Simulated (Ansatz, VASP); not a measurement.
## Fe: VASP beside Ansatz

```xyz
1
Lattice="-1.4430 1.4430 1.4430 1.4430 -1.4430 1.4430 1.4430 1.4430 -1.4430" Properties=species:S:1:pos:R:3 pbc="T T T"
Fe    0.0000    0.0000    0.0000
```

Alike in both runs: task relaxation of cell and atoms; functional PBEsol; k mesh 24 × 24 × 24; occupations fermi-dirac, width 0.08 eV; collinear spin.

|  | VASP | Ansatz |
| --- | --- | --- |
| version | VASP 6.6.1 | Ansatz 0.2.0 |
| potentials or method | VASP PAW PBE potentials, release 64 (Fe) | PAW with Ansatz's default frozen-core files, scalar-relativistic |
| plane-wave cutoff (eV) | 600 | 420 |
| valence electrons in the cell | 8 | 16 |

Ansatz gave:

| Quantity | Value |
| --- | --- |
| net moment per atom (μB) | 2.09 |
| size of the moment on the site where the two differ most (μB) | 2.11 |
| relaxed volume (Å³/atom) | 10.82 |
| relaxed length of the cell vector where the two differ most in proportion (Å) | 2.413 |

Q: What did VASP give for the same quantities?

A: net moment per atom (μB): 2.10; size of the moment on the site where the two differ most (μB): 2.08; relaxed volume (Å³/atom): 10.82; relaxed length of the cell vector where the two differ most in proportion (Å): 2.413.

VASP's potentials were made for PBE, not for PBEsol. Site moments also hang on the region over which each program counts them. VASP's potentials hold 8 valence electrons a cell and Ansatz's 16, so a difference there can come from the potentials and not from the codes.
